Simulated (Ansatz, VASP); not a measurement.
## ZnCd3Se3S in VASP and in Ansatz

```
CELL_PARAMETERS angstrom
4.23471 0.00005 -0.00056
0.00003 4.25777 0.00108
-0.00076 0.00352 12.03242
ATOMIC_POSITIONS crystal
Zn 0.99976 0.00068 0.99090
Cd 0.00133 0.99922 0.50367
Cd 0.49884 0.49920 0.23578
Cd 0.50020 0.50120 0.77083
Se 0.00022 0.49929 0.63662
Se 0.50096 0.99918 0.36909
Se 0.99904 0.50046 0.10119
S 0.49966 0.00077 0.89193
```

Change from the starting cell: cell x1, atoms moved at random (sigma 0.15 Å) and cell strained at random (1.5 %), then relaxed without symmetry.

Alike in both runs: functional PBE; k mesh 4 × 4 × 1; occupations gaussian, width 0.1 eV; no spin polarisation.

Ansatz relaxed the structure, and its values are those at the end. VASP's run is a single point on that final structure, the one shown.

|  | VASP | Ansatz |
| --- | --- | --- |
| version | VASP 6.6.1 | Ansatz 0.2.0 |
| potentials or method | VASP PAW PBE potentials, release 64 (Zn, Cd, Se, S), cutoff 520 eV | scalar-relativistic, plane waves, PAW |
| valence electrons in the cell | 72 | 126 |

|  | VASP | Ansatz | Ansatz less VASP |
| --- | --- | --- | --- |
| gap on the k mesh at the Fermi level (eV) | 0.65 | 0.65 | 0.000 |
| least direct gap on the mesh (eV) | 0.65 | 0.65 | 0.000 |
| pressure (GPa) | 0.3 | 0.0 | -0.25 |
| rms of the force components (eV/Å) | 0.007 | 0.005 | -0.0025 |

The functional is the same, so the differences come from potentials, cutoffs and numerics. VASP's potentials hold 72 valence electrons a cell and Ansatz's 126, so a difference there can come from the potentials and not from the codes.

The k mesh is coarse, so the values compare programs but aren't converged.
